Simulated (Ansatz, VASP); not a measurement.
## Mg: VASP beside Ansatz

```xyz
1
Lattice="-1.4959 1.4959 1.4959 1.4959 -1.4959 1.4959 1.4959 1.4959 -1.4959" Properties=species:S:1:pos:R:3 pbc="T T T"
Mg    0.0000    0.0000    0.0000
```

Change from the starting cell: volume scaled by 1.04, PAW files.

Alike in both runs: task electric field gradients; functional LDA; k mesh 19 × 19 × 19; occupations fermi-dirac, width 0.03 eV; no spin polarisation.

|  | VASP | Ansatz |
| --- | --- | --- |
| version | VASP 6.6.1 | Ansatz 0.2.0 |
| potentials or method | VASP PAW LDA potentials, release 64 (Mg) | PAW with Ansatz's default frozen-core files, scalar-relativistic |
| plane-wave cutoff (eV) | 520 | 420 |
| valence electrons in the cell | 2 | 10 |

```csv
,VASP,Ansatz,Ansatz less VASP
pressure (GPa),47.8,47.5,-0.26
```

LDA's correlation is that of Perdew and Zunger in VASP and of Perdew and Wang (1992) in Ansatz. Both programs put the cell under a high pressure, so it lies far from rest at this level. VASP's potentials hold 2 valence electrons a cell and Ansatz's 10, so a difference there can come from the potentials and not from the codes.
